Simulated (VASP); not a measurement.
Ba3SbP, 5 atoms in the cell. Symmetry: Pm-3m, No. 221, cubic system. Conventional cell: a = 6.113 Å, b = 6.113 Å, c = 6.113 Å, α = 90.00°, β = 90.00°, γ = 90.00°. Ba (site symmetry 4/mmm) has 2 P at 3.06 Å within 4.0 Å. Sb (site symmetry m-3m) has 12 Ba at 4.32 Å and 8 P at 5.29 Å within 5.7 Å. Within 4.0 Å of P (site symmetry m-3m) lie 6 Ba at 3.06 Å. 

- Program: VASP 6.6.1
- Task: single point
- Functional: PBE
- Potentials or basis: VASP PAW PBE potentials, release 64 (Ba_sv, Sb, P)
- Cutoff: 520 eV
- k mesh: 4 × 4 × 4
- Occupations: fermi-dirac, width 0.1 eV
- Spin: no spin polarisation
- Dipole correction: no
- Further INCAR settings: ALGO = Normal; EDIFF = 1e-07; NBANDS = 28

Potentials or basis: VASP PAW PBE potentials, release 64 (Ba_sv, Sb, P).

The run is started by

```console
$ cat potpaw_PBE.64/Ba_sv/POTCAR potpaw_PBE.64/Sb/POTCAR potpaw_PBE.64/P/POTCAR > POTCAR
$ mpirun -np 1 vasp_std > vasp.out
```

Hardware: 1 thread of Intel(R) Xeon(R) 6975P-C (Granite Rapids), on a shared host.

Question: Estimate the wall time of this run.

Answer: Wall time 36 s on 1 thread of Intel(R) Xeon(R) 6975P-C (Granite Rapids) (shared host), peak memory 0.35 GiB. Counts: scf iterations 17, k points 10.
